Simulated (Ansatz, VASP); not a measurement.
**PbI3 in VASP and in Ansatz**

```
Pb I
1.0
     6.91614    0.00000    0.00000
    -3.45807    5.98955    0.00000
     0.00000    0.00000    4.20155
Pb I
1 3
Direct
  0.00000 0.00000 0.05393
  0.50000 0.00000 0.05579
  0.00000 0.50000 0.05579
  0.50000 0.50000 0.05579
```

Alike in both runs: functional PBE; k mesh 6 × 6 × 4; occupations gaussian, width 0.1 eV; no spin polarisation.

Ansatz relaxed the structure, and its values are those at the end. VASP's run is a single point on that final structure, the one shown.

|  | VASP | Ansatz |
| --- | --- | --- |
| version | VASP 6.6.1 | Ansatz 0.2.0 |
| potentials or method | VASP PAW PBE potentials, release 64 (Pb_d, I), cutoff 520 eV | scalar-relativistic, plane waves, PAW |
| valence electrons in the cell | 35 | 65 |

|  | VASP | Ansatz | Ansatz less VASP |
| --- | --- | --- | --- |
| gap on the k mesh at the Fermi level (eV) | none | none | - |
| pressure (GPa) | 0.0 | 0.0 | +0.02 |

A gap of «none» marks a metal or a gap that the smearing closes. With one functional, cell and mesh, what is left measures potentials, basis and numerics. VASP's potentials hold 35 valence electrons a cell and Ansatz's 65, so a difference there can come from the potentials and not from the codes.

The k mesh is coarse, so the values compare programs but aren't converged. Neither program's run includes spin-orbit coupling.
